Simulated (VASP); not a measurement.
# TaHg (P-3m1) in VASP: notebook

The runs below take TaHg through relaxation of cell and atoms, single point, with PBE.

Everything below comes from runs of VASP 6.6.1. Logs are shortened: lines on timing, memory, paths and dates and some standing lists are left out, and cuts for length are marked.

## (1) The cell of the first run

The structure is trigonal, space group P-3m1 (No. 164). Conventional cell: a = 3.324 Å, b = 3.324 Å, c = 9.773 Å, α = 90.00°, β = 90.00°, γ = 120.00°. Within 4.0 Å of Ta (site symmetry 3m) lie 9 Ta at 3.06 to 3.32 Å and 3 Hg at 3.11 Å. Within 4.1 Å of Hg (site symmetry 3m) lie 3 Ta at 3.11 Å and 9 Hg at 3.16 to 3.32 Å.

## (2) Relaxation of cell and atoms, PBE

File INCAR:

```
PREC = Accurate
ENCUT = 500
EDIFF = 1E-7
ISMEAR = 0
SIGMA = 0.1
LREAL = False
LASPH = True
NELM = 120
ALGO = Normal
ISIF = 3
LWAVE = False
LCHARG = False
GGA = PE
IBRION = 2
NSW = 90
EDIFFG = -0.04
GGA_COMPAT = False
NELMIN = 4
```

File KPOINTS:

```
Automatic mesh
0
Gamma
  6 6 2
```

File POSCAR:

```
TaHg
1.0
    3.3237684300      0.0000000000      0.0000000000
   -1.6618842100      2.8784678900      0.0000000000
    0.0000000000      0.0000000000      9.7730203200
Ta Hg
2 2
Direct
    0.3333333300      0.6666666700      0.3783776900
    0.6666666700      0.3333333300      0.6216223100
    0.3333333300      0.6666666700      0.8716396400
    0.6666666700      0.3333333300      0.1283603600
```

Potentials or basis: VASP PAW PBE potentials, release 64 (Ta_pv, Hg).

On the command line:

```bash
$ cat potpaw_PBE.64/Ta_pv/POTCAR potpaw_PBE.64/Hg/POTCAR > POTCAR
$ mpirun -np 1 vasp_std > vasp.out
```

OUTCAR:

```text
PREC = Accurate
   ENCUT = 500
   EDIFF = 1E-7
   ISMEAR = 0
   LREAL = False
   LASPH = True
   NELM = 120
   ISIF = 3
   GGA = PE
   IBRION = 2
   NSW = 90
   EDIFFG = -0.04
   NELMIN = 4

 ion  position               nearest neighbor table
   1  0.333  0.667  0.378-   2 3.06   2 3.06   2 3.06   4 3.11   4 3.11   4 3.11
   2  0.667  0.333  0.622-   1 3.06   1 3.06   1 3.06   3 3.11   3 3.11   3 3.11
   3  0.333  0.667  0.872-   2 3.11   2 3.11   2 3.11   4 3.16   4 3.16   4 3.16
   4  0.667  0.333  0.128-   1 3.11   1 3.11   1 3.11   3 3.16   3 3.16   3 3.16

  LATTYP: Found a hexagonal cell.
 ALAT       =     3.3237684300
 C/A-ratio  =     2.9403433259

  Lattice vectors:

 A1 = (   3.3237684300,   0.0000000000,   0.0000000000)
 A2 = (  -1.6618842100,   2.8784678900,   0.0000000000)
 A3 = (   0.0000000000,   0.0000000000,   9.7730203200)

Analysis of symmetry for initial positions (statically):
=====================================================================
 Subroutine PRICEL returns:
 Original cell was already a primitive cell.

 Routine SETGRP: Setting up the symmetry group for a
 hexagonal supercell.

 Subroutine GETGRP returns: Found 12 space group operations
 (whereof 12 operations were pure point group operations)
 out of a pool of 24 trial point group operations.

The static configuration has the point symmetry D_3d.

Analysis of symmetry for dynamics (positions and initial velocities):
=====================================================================
 Subroutine PRICEL returns:
 Original cell was already a primitive cell.

 Routine SETGRP: Setting up the symmetry group for a
 hexagonal supercell.

 Subroutine GETGRP returns: Found 12 space group operations
 (whereof 12 operations were pure point group operations)
 out of a pool of 24 trial point group operations.

The dynamic configuration has the point symmetry D_3d.

 Subroutine INISYM returns: Found 12 space group operations
 (whereof 12 operations are pure point group operations),
 and found     1 'primitive' translations

----------------------------------------------------------------------------------------

                                     Primitive cell

  volume of cell :      93.5020

  direct lattice vectors                    reciprocal lattice vectors
     3.323768430  0.000000000  0.000000000     0.300863319  0.173703518  0.000000000
    -1.661884210  2.878467890  0.000000000     0.000000000  0.347407037  0.000000000
     0.000000000  0.000000000  9.773020320     0.000000000  0.000000000  0.102322513

  length of vectors
     3.323768430  3.323768422  9.773020320     0.347407036  0.347407037  0.102322513

  position of ions in fractional coordinates (direct lattice)
     0.333333330  0.666666670  0.378377690
     0.666666670  0.333333330  0.621622310
     0.333333330  0.666666670  0.871639640
     0.666666670  0.333333330  0.128360360

  ion indices of the primitive-cell ions
   primitive index   ion index
                 1           1
                 2           2
                 3           3
                 4           4

----------------------------------------------------------------------------------------

 KPOINTS: Automatic mesh

Automatic generation of k-mesh.
 Grid dimensions read from file:
 generate k-points for:    6    6    2

 Generating k-lattice:

  Cartesian coordinates                     Fractional coordinates (reciprocal lattice)
     0.050143886  0.028950586  0.000000000     0.166666667 -0.000000000  0.000000000
     0.000000000  0.057901173  0.000000000     0.000000000  0.166666667  0.000000000
     0.000000000  0.000000000  0.051161257     0.000000000  0.000000000  0.500000000

  Length of vectors
     0.057901173  0.057901173  0.051161257

  Shift w.r.t. Gamma in fractional coordinates (k-lattice)
     0.000000000  0.000000000  0.000000000

 Subroutine IBZKPT returns following result:
 ===========================================

 Found     14 irreducible k-points:

 Following reciprocal coordinates:
            Coordinates               Weight
  0.000000  0.000000  0.000000      1.000000
  0.166667 -0.000000  0.000000      6.000000
  0.333333  0.000000  0.000000      6.000000
  0.500000 -0.000000  0.000000      3.000000
  0.166667  0.166667  0.000000      6.000000
  0.333333  0.166667  0.000000     12.000000
  0.333333  0.333333  0.000000      2.000000
  0.000000  0.000000  0.500000      1.000000
  0.166667 -0.000000  0.500000      6.000000
  0.333333  0.000000  0.500000      6.000000
  0.500000 -0.000000  0.500000      3.000000
  0.166667  0.166667  0.500000      6.000000
  0.333333  0.166667  0.500000     12.000000
  0.333333  0.333333  0.500000      2.000000
   k-points           NKPTS =     14   k-points in BZ     NKDIM =     14   number of bands    NBANDS=     27
   number of dos      NEDOS =    301   number of ions     NIONS =      4
   total plane-waves  NPLWV =  41472
   dimension x,y,z NGX =    24 NGY =   24 NGZ =   72
   dimension x,y,z NGXF=    48 NGYF=   48 NGZF=  144
   ions per type =               2   2
   NGX,Y,Z   is equivalent  to a cutoff of  12.00, 12.00, 12.25 a.u.
   NGXF,Y,Z  is equivalent  to a cutoff of  24.01, 24.01, 24.50 a.u.
 SYSTEM =  unknown system
   PREC   = accura    normal or accurate (medium, high low for compatibility)
   ISTART =      0    job   : 0-new  1-cont  2-samecut
   ICHARG =      2    charge: 1-file 2-atom 10-const
   ISPIN  =      1    spin polarized calculation?
   LNONCOLLINEAR =      F non collinear calculations
   LSORBIT =      F    spin-orbit coupling
   LASPH  =      T    aspherical Exc in radial PAW
   ENCUT  =  500.0 eV  36.75 Ry    6.06 a.u.   6.06  6.06 17.82*2*pi/ulx,y,z
   NELM   =    120;   NELMIN=  4; NELMDL= -5     # of ELM steps
   EDIFF  = 0.1E-06   stopping-criterion for ELM
   LREAL  =      F    real-space projection
   EDIFFG = -.4E-01   stopping-criterion for IOM
   NSW    =     90    number of steps for IOM
   IBRION =      2    ionic relax: 0-MD 1-quasi-New 2-CG
   NFREE  =      1    steps in history (QN), initial steepest desc. (CG)
   ISIF   =      3    stress and relaxation
   ISYM   =      2    0-nonsym 1-usesym 2-fastsym
   POTIM  = 0.5000    time-step for ionic-motion
   TEBEG  =    0.0;   TEEND  =   0.0 temperature during run
   PSTRESS=    0.0 pullay stress
   NELECT =      46.0000    total number of electrons
   NUPDOWN=      -1.0000    fix difference up-down
   EMIN   =  10.00;   EMAX   =-10.00  energy-range for DOS
   EFERMI =   0.00;   METHOD = LEGACY
   ISMEAR =     0;   SIGMA  =   0.10  broadening in eV -4-tet -1-fermi 0-gaus
   EFERMI_NEDOS =   21; number of points for ismear=-14 and -15
   IALGO  =     38    algorithm
   IMIX   =      4    mixing-type and parameters
     AMIX     =   0.40;   BMIX     =  1.00
     AMIX_MAG =   1.60;   BMIX_MAG =  1.00
  volume/ion in A,a.u.               =      23.38       157.75
  Fermi-wavevector in a.u.,A,eV,Ry     =   1.292371  2.442227 22.724753  1.670222
  Thomas-Fermi vector in A             =   2.424083
   LORBIT       =      0    0 simple, 1 ext, 2 COOP (PROOUT), +10 PAW based schemes
   GGA     = PE    functional components
   LHFCALC =     F    Hartree Fock is set to
   AEXX    =    0.0000 exact exchange contribution
   IVDW    =     0    specifies the selected vdW correction
   LEPSILON=     F    determine dielectric tensor
   LRPA    =     F    only Hartree local field effects (RPA)
 conjugate gradient relaxation of ions
 non-spin polarized calculation
 Gauss-broadening in eV      SIGMA  =   0.10
  energy-cutoff  :      500.00
  volume of cell :       93.50
 maximum number of plane-waves:      2424
   NGX = 13   NGY = 13   NGZ = 35

--------------------------------------- Ionic step        1  -------------------------------------------

 number of electron      45.9999998 magnetization

 Free energy of the ion-electron system (eV)
  ---------------------------------------------------
  ext. energy  EPLUGINS =         0.00000000
  ---------------------------------------------------
  free energy    TOTEN  =       -21.86839390 eV

  energy without entropy =      -21.83239254  energy(sigma->0) =      -21.85039322

------------------------ aborting loop because EDIFF is reached ----------------------------------------

  FORCE on cell =-STRESS in cart. coord.  units (eV):
  Direction    XX          YY          ZZ          XY          YZ          ZX
  --------------------------------------------------------------------------------------
  -------------------------------------------------------------------------------------
  Total       -8.7831383     -8.7831383     -6.4313408     -0.0000000      0.0000000      0.0000000
  in kB     -150.5009890   -150.5009883   -110.2024258     -0.0000003      0.0000000      0.0000000
  external PRESSURE =    -137.0681344 kB  Pullay stress =       0.0000000 kB
[... 23 lines left out ...]
  energy  without entropy=      -21.8323925360  energy(sigma->0) =      -21.85039322

--------------------------------------- Ionic step        2  -------------------------------------------

 number of electron      45.9999997 magnetization

 E-fermi :   6.3201     XC(G=0): -12.7541

 val. band max:        6.2349189471   @ k =   0.1667  -0.0000   0.5000
 cond. band min:       6.4020285770   @ k =   0.5000  -0.0000   0.0000
 fundamental gap:      0.1671096298
 Fermi energy:         6.3200622419

 k-point     1 :       0.0000    0.0000    0.0000
  band No.  band energies     occupation
      1     -28.7216      2.00000
      2     -27.6644      2.00000
      3     -27.6028      2.00000
      4     -27.6028      2.00000
      5     -27.3835      2.00000
      6     -27.3835      2.00000
[... 478 lines left out ...]
  FREE ENERGIE OF THE ION-ELECTRON SYSTEM (eV)
  ---------------------------------------------------
  free  energy   TOTEN  =       -22.5500558911 eV

  energy  without entropy=      -22.5198666362  energy(sigma->0) =      -22.53496126

[... ionic steps 4 to 10 ...]

--------------------------------------- Ionic step       11  -------------------------------------------

 number of electron      46.0000006 magnetization

------------------------ aborting loop because EDIFF is reached ----------------------------------------

  FORCE on cell =-STRESS in cart. coord.  units (eV):
  Direction    XX          YY          ZZ          XY          YZ          ZX
  --------------------------------------------------------------------------------------
  -------------------------------------------------------------------------------------
  Total        0.0632208      0.0632208      0.0051170      0.0000000      0.0000000      0.0000000
  in kB        1.2513615      1.2513615      0.1012840      0.0000000      0.0000000      0.0000000
  external PRESSURE =       0.8680023 kB  Pullay stress =       0.0000000 kB
[... 61 lines left out ...]
  energy  without entropy=      -22.6517060222  energy(sigma->0) =      -22.66085727

--------------------------------------- Ionic step       13  -------------------------------------------

 number of electron      46.0000003 magnetization

 Free energy of the ion-electron system (eV)
  ---------------------------------------------------
  ext. energy  EPLUGINS =         0.00000000
  ---------------------------------------------------
  free energy    TOTEN  =       -22.67023837 eV

  energy without entropy =      -22.65158627  energy(sigma->0) =      -22.66091232

 E-fermi :   4.6371     XC(G=0): -11.8584

 val. band max:        4.6185574406   @ k =   0.3333   0.0000   0.5000
 cond. band min:       4.7119313357   @ k =   0.3333   0.1667   0.5000
 fundamental gap:      0.0933738951
 Fermi energy:         4.6370848585

 k-point     1 :       0.0000    0.0000    0.0000
  band No.  band energies     occupation
      1     -30.2829      2.00000
      2     -29.7082      2.00000
      3     -29.5793      2.00000
      4     -29.5793      2.00000
      5     -29.4784      2.00000
      6     -29.4784      2.00000
[... 440 lines left out ...]
  FREE ENERGIE OF THE ION-ELECTRON SYSTEM (eV)
  ---------------------------------------------------
  free  energy   TOTEN  =       -22.6702383733 eV

  energy  without entropy=      -22.6515862653  energy(sigma->0) =      -22.66091232

 reached required accuracy - stopping structural energy minimisation
```

Wall time 1.9 min (1 thread of Intel Xeon 6975P-C (Granite Rapids), shared host); peak memory 0.22 GiB.

What came out:

* Free energy: -22.6702 eV
* Relaxed volume: 20.31 Å³/atom
* Relaxed cell: a = 3.076 Å, b = 3.076 Å, c = 9.918 Å, α = 90.00°, β = 90.00°, γ = 120.00°
* Space group after relaxing (to 0.05 Å): P-3m1 (No. 164)
* Energy gained by relaxing: 200.5 meV/atom
* Ionic steps: 13
* Pressure after relaxing: -0.1 GPa
* Largest force after relaxing: 0.026 eV/Å
* Band gap on the k mesh: zero (band 23 reaches 4.86 eV, above the bottom of band 24 at 4.50 eV)

Forces on the atoms (eV/Å):
```
Ta   0.000  0.000  0.026
Ta   0.000  0.000 -0.026
Hg   0.000  0.000  0.007
Hg   0.000  0.000 -0.007
```

Stress tensor (GPa, compression positive):
```
-0.19  0.00  0.00
 0.00 -0.19  0.00
 0.00  0.00 -0.07
```

Step by step:
```csv
step,energy change (eV),largest force (eV/Å),pressure (GPa),volume (Å³)
1,0.0000,1.1026,-13.71,93.50
2,0.3151,0.8949,31.95,68.94
3,-0.6817,0.3625,0.07,80.99
4,-0.6825,0.3391,0.61,80.67
5,-0.7626,0.2916,0.49,80.64
6,-0.7877,0.3096,0.89,80.53
7,-0.7883,0.3079,0.81,80.55
8,-0.7953,0.1712,-1.36,81.82
9,-0.7961,0.2017,-0.85,81.51
10,-0.8013,0.0547,0.16,80.90
11,-0.8013,0.0483,0.09,80.94
12,-0.8016,0.0414,0.01,81.04
13,-0.8018,0.0260,-0.15,81.25
```

Final structure:
```
CELL_PARAMETERS angstrom
3.07564 0.00000 0.00000
-1.53782 2.66358 0.00000
0.00000 0.00000 9.91797
ATOMIC_POSITIONS crystal
Ta 0.33333 0.66667 0.38372
Ta 0.66667 0.33333 0.61628
Hg 0.33333 0.66667 0.86460
Hg 0.66667 0.33333 0.13540
```

Levels at points of the mesh, in eV from the Fermi level:
| k point | band 20 | band 21 | band 22 | band 23 | band 24 | band 25 | band 26 | band 27 |
| --- | --- | --- | --- | --- | --- | --- | --- | --- |
| (0.00, 0.00, 0.00) | -3.76 | -1.32 | 0.22 | 0.22 | 0.37 | 0.46 | 0.46 | 2.64 |
| (0.50, 0.00, 0.00) | -2.23 | -2.22 | -1.45 | -0.57 | 0.54 | 0.61 | 1.97 | 2.18 |
| (0.00, 0.00, 0.50) | -4.47 | -1.89 | 0.22 | 0.22 | 0.31 | 0.46 | 0.46 | 2.64 |
| (0.50, 0.00, 0.50) | -2.50 | -1.97 | -1.05 | -0.96 | 0.36 | 0.57 | 2.28 | 2.66 |

Caveat: the k points lie up to 0.39 Å⁻¹ apart in the final cell; spin-orbit coupling is left out, which moves the levels of the heavy elements.

## (3) Single point, PBE

This run uses another cell than the first one: it holds 8 atoms, not 4.

File INCAR:

```
SYSTEM = TaHg
  PREC = Accurate
  ENCUT = 500
  EDIFF = 1E-6
  ISMEAR = 0
  SIGMA = 0.2
  LREAL = .False.
  LASPH = .True.
  NELM = 120
  ALGO = Normal
  ISIF = 2
  LWAVE = .False.
  LCHARG = .False.
  GGA = PE
  NBANDS = 56
  GGA_COMPAT = .False.
```

File KPOINTS:

```
Automatic mesh
0
Gamma
  6 6 2
  0 0 0
```

File POSCAR:

```
TaHg
1.0
    3.1968723474      0.0000000000      0.0000000000
   -1.5984361737      2.7685726655      0.0000000000
    0.0000000000      0.0000000000     18.9071522465
Ta Hg
4 4
Direct
    0.3333333333      0.6666666667      0.1968182510
    0.3333333333      0.6666666667      0.6968182510
    0.6666666667      0.3333333333      0.3031817490
    0.6666666667      0.3333333333      0.8031817490
    0.3333333333      0.6666666667      0.4320603190
    0.3333333333      0.6666666667      0.9320603190
    0.6666666667      0.3333333333      0.0679396810
    0.6666666667      0.3333333333      0.5679396810
```

Potentials or basis: VASP PAW PBE potentials, release 64 (Ta_pv, Hg).

On the command line:

```bash
$ cat potpaw_PBE.64/Ta_pv/POTCAR potpaw_PBE.64/Hg/POTCAR > POTCAR
$ mpirun -np 1 vasp_std > vasp.out
```

Wall time 50 s (1 thread of Intel Xeon 6975P-C (Granite Rapids), shared host); peak memory 0.31 GiB.

The run converged. Its results:

| Property | Result |
| --- | --- |
| Free energy | -45.3695 eV |
| Pressure | 0.2 GPa |
| Largest force | 0.120 eV/Å |
| Band gap on the k mesh | zero (band 46 reaches 4.46 eV, above the bottom of band 47 at 4.26 eV) |

Forces on the atoms (eV/Å):
```
Ta   0.000  0.000  0.120
Ta   0.000  0.000  0.120
Ta   0.000  0.000 -0.120
Ta   0.000  0.000 -0.120
Hg   0.000  0.000 -0.095
Hg   0.000  0.000 -0.095
Hg   0.000  0.000  0.095
Hg   0.000  0.000  0.095
```

Stress tensor (GPa, compression positive):
```
0.20 0.00 0.00
0.00 0.20 0.00
0.00 0.00 0.32
```

Levels at points of the mesh, in eV from the Fermi level:
```csv
k point,band 42,band 43,band 44,band 45,band 46,band 47,band 48,band 49,band 50,band 51
"(0.00, 0.00, 0.00)",-0.76,-0.24,-0.24,-0.23,-0.23,-0.17,-0.17,-0.17,-0.17,2.00
"(0.50, 0.00, 0.00)",-2.09,-1.32,-1.27,-0.75,-0.71,-0.11,-0.06,1.35,1.39,1.94
"(0.00, 0.00, 0.50)",-1.25,-0.24,-0.24,-0.24,-0.24,-0.17,-0.17,-0.17,-0.17,2.04
"(0.50, 0.00, 0.50)",-1.82,-1.71,-1.71,-0.56,-0.56,-0.09,-0.09,1.41,1.41,1.89
```

Caveat: the k points lie up to 0.38 Å⁻¹ apart; spin-orbit coupling is left out, which moves the levels of the heavy elements.

## (4) Single point, PBE

This run uses another cell than the first one, of 20.92 Å³/atom, 0.895 times its volume.

File INCAR:

```
ALGO = Normal ; EDIFF = 1E-6
ENCUT = 500 ; GGA = PE
GGA_COMPAT = False ; ISIF = 2
ISMEAR = 0 ; LASPH = True
LCHARG = True ; LELF = True
LREAL = False ; LVHAR = True
LWAVE = False ; NBANDS = 31
NELM = 120 ; PREC = Accurate
SIGMA = 0.1
```

File KPOINTS:

```
k-points
0
Gamma
  18 18 6
```

File POSCAR:

```
TaHg
1.0
    3.1968723474      0.0000000000      0.0000000000
   -1.5984361737      2.7685726655      0.0000000000
    0.0000000000      0.0000000000      9.4535761233
Ta Hg
2 2
Direct
    0.3333333333      0.6666666667      0.3936365021
    0.6666666667      0.3333333333      0.6063634979
    0.3333333333      0.6666666667      0.8641206380
    0.6666666667      0.3333333333      0.1358793620
```

On the command line:

```bash
$ cat potpaw_PBE.64/Ta_pv/POTCAR potpaw_PBE.64/Hg/POTCAR > POTCAR
$ mpirun -np 1 vasp_std > vasp.out
```

It took 2.5 min on 1 thread of Intel Xeon 6975P-C (Granite Rapids), shared host; peak memory 0.51 GiB.

The run converged. Its results:

```
Free energy            : -22.5967 eV
Pressure               : 0.3 GPa
Largest force          : 0.039 eV/Å
Band gap on the k mesh : zero (band 23 reaches 4.45 eV, above the bottom of band 24 at 4.16 eV)
```

Forces on the atoms (eV/Å):
```
Ta   0.000  0.000  0.039
Ta   0.000  0.000 -0.039
Hg   0.000  0.000 -0.003
Hg   0.000  0.000  0.003
```

Levels at points of the mesh, in eV from the Fermi level:
```
           k point  band 21  band 22  band 23  band 24  band 25  band 26
(0.00, 0.00, 0.00)    -0.68    -0.22    -0.22    -0.15    -0.15     2.18
(0.50, 0.00, 0.00)    -2.19    -1.24    -0.64    -0.09     1.38     2.00
(0.00, 0.00, 0.50)    -1.64    -0.22    -0.22    -0.15    -0.15     2.03
(0.50, 0.00, 0.50)    -2.01    -1.21    -0.67    -0.04     1.42     2.44
```

Caveat: spin-orbit coupling is left out, which moves the levels of the heavy elements.

## (5) Summary

| task | cell | k mesh | smearing | gap on the mesh (eV) | pressure (GPa) | largest force (eV/Å) |
| --- | --- | --- | --- | --- | --- | --- |
| relaxation of cell and atoms | relaxed from a = 3.324, b = 3.324, c = 9.773 Å, angles 90.0, 90.0, 120.0°, 4 atoms | 6 × 6 × 2 | gaussian 0.1 eV | none | -0.1 | 0.03 |
| single point | a = 3.197, b = 3.197, c = 18.907 Å, angles 90.0, 90.0, 120.0°, 8 atoms | 6 × 6 × 2 | gaussian 0.2 eV | none | 0.2 | 0.12 |
| single point | a = 3.197, b = 3.197, c = 9.454 Å, angles 90.0, 90.0, 120.0°, 4 atoms | 18 × 18 × 6 | gaussian 0.1 eV | none | 0.3 | 0.04 |

Alike in all rows: level PBE; potentials or basis VASP PAW PBE potentials, release 64 (Ta_pv, Hg); no spin polarisation; cutoff (eV) 500.

Caveats: some runs use coarse meshes; spin-orbit coupling is left out, which moves the levels of the heavy elements.

Absolute energies hang on the potentials; compare differences alone.
